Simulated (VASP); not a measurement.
Set up this calculation in VASP 6.6.1, as the native input.

```
Task                   : single point
Functional             : PBE
Potentials or basis    : VASP PAW PBE potentials, release 64 (Ta_pv, F)
Cutoff                 : 520 eV
k mesh                 : 4 × 4 × 4
Occupations            : gaussian, width 0.1 eV
Spin                   : no spin polarisation
Dipole correction      : no
Further INCAR settings : ALGO = Normal; EDIFF = 1e-07; NBANDS = 24
```

The structure of TaF3 lies in POSCAR:

```
TaF3
1.0
    3.9012000000      0.0000000000      0.0000000000
    0.0000000000      3.9012000000      0.0000000000
    0.0000000000      0.0000000000      3.9012000000
Ta F
1 3
Direct
    0.0000000000      0.0000000000      0.0000000000
    0.5000000000      0.0000000000      0.0000000000
    0.0000000000      0.5000000000      0.0000000000
    0.0000000000      0.0000000000      0.5000000000
```

The input as run:

INCAR

```
SYSTEM = TaF3
  PREC = Accurate
  ENCUT = 520
  EDIFF = 1E-7
  ISMEAR = 0
  SIGMA = 0.1
  LREAL = .False.
  LASPH = .True.
  NELM = 100
  ALGO = Normal
  ISIF = 2
  LWAVE = .False.
  LCHARG = .False.
  GGA = PE
  NBANDS = 24
```

KPOINTS

```
Automatic mesh
0
Gamma
  4 4 4
  0 0 0
```

Potentials or basis: VASP PAW PBE potentials, release 64 (Ta_pv, F).

The run is started by

```sh
$ cat potpaw_PBE.64/Ta_pv/POTCAR potpaw_PBE.64/F/POTCAR > POTCAR
$ mpirun -np 1 vasp_std > vasp.out
```

It gave:

```json
{
 "Pressure": "26.2 GPa",
 "Band gap on the k mesh": "zero (bands 16 and 17 overlap by 3.02 eV)"
}
```

Caveat: the k points lie up to 0.40 Å⁻¹ apart, too coarse for converged energies and pressures of a metal; spin-orbit coupling is left out, which moves the levels of the heavy elements.

It took 9.5 s on 1 thread of AMD EPYC 9R45 96-Core Processor (Zen 5) (shared host), peak memory 0.14 GiB.
